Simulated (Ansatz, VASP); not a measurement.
One calculation of Ni, two programs

```
Ni
1.0
     0.00000    2.61639    2.61639
     2.61639    0.00000    2.61639
     2.61639    2.61639    0.00000
Ni
2
Cartesian
  0.6541 0.6541 0.6541
  4.5787 4.5787 4.5787
```

Alike in both runs: task single point; functional PBE; k mesh 17 × 17 × 17; occupations fermi-dirac, width 0.05 eV; collinear spin.

```csv
,VASP,Ansatz
version,VASP 6.6.1,Ansatz 0.2.0
potentials or method,"VASP PAW PBE potentials, release 64 (Ni), cutoff 520 eV","plane waves (420 eV) with PAW, scalar-relativistic"
valence electrons in the cell,20,36
```

|  | VASP | Ansatz | Ansatz less VASP |
| --- | --- | --- | --- |
| pressure (GPa) | -5.4 | -5.8 | -0.43 |
| net moment per atom (μB) | 0.80 | 0.81 | +0.012 |
| size of the moment on the site where the two differ most (μB) | 0.81 | 0.85 | +0.042 |

Site moments also hang on the region over which each program counts them. VASP's potentials hold 20 valence electrons a cell and Ansatz's 36, so a difference there can come from the potentials and not from the codes.
